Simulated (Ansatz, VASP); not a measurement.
GaAs in VASP and in Ansatz

File INCAR:

```
SYSTEM = GaAs
ALGO = Normal
EDIFF = 1E-8
ENCUT = 520
ISIF = 2
ISMEAR = -1
LASPH = .True.
LCHARG = .False.
LEFG = .True.
LREAL = .False.
LWAVE = .False.
NBANDS = 16
NELM = 60
PREC = Accurate
SIGMA = 0.08
```

The input KPOINTS:

```
k-points
0
Gamma
  10 10 10
  0 0 0
```

The input POSCAR:

```
GaAs
1.0
    0.0000000000      2.7691429914      2.7691429914
    2.7691429914      0.0000000000      2.7691429914
    2.7691429914      2.7691429914      0.0000000000
Ga As
1 1
Direct
    0.0000000000      0.0000000000      0.0000000000
    0.7500000000      0.7500000000      0.7500000000
```

Input for Ansatz:

```yaml
crystal:
  lattice:
    - [0.0, 2.7691429914, 2.7691429914]
    - [2.7691429914, 0.0, 2.7691429914]
    - [2.7691429914, 2.7691429914, 0.0]
  atoms:
    - { symbol: Ga, position: [0.0, 0.0, 0.0] }
    - { symbol: As, position: [0.75, 0.75, 0.75] }
kpoints:
  mp_grid: { grid: [10, 10, 10] }
scf:
  occupations: { method: fermi_dirac, width: 0.08 }
hamiltonian:
  xc: lda
  pseudopotentials: { kind: all_electron, datasets: crystal }
output:
  forces: true
  stress: true
  eigenvalues: true
  efg: { contact_densities: true }
```

Change from the starting cell: volume scaled by 0.94, crystal datasets.

Alike in both runs: task electric field gradients; functional LDA; k mesh 10 × 10 × 10; occupations fermi-dirac, width 0.08 eV; no spin polarisation.

```csv
,VASP,Ansatz
version,VASP 6.6.1,Ansatz 0.2.0
potentials or method,"VASP PAW LDA potentials, release 64 (Ga_d, As), cutoff 520 eV","all-electron PAW with datasets made for the crystal, scalar-relativistic"
```

Ansatz gave:

* pressure (GPa): 2.8

Question: Estimate VASP's values.

Answer: Pressure (GPa): 3.2.

LDA's correlation is that of Perdew and Zunger in VASP and of Perdew and Wang (1992) in Ansatz. Ansatz ran all-electron here, and VASP with PAW potentials.
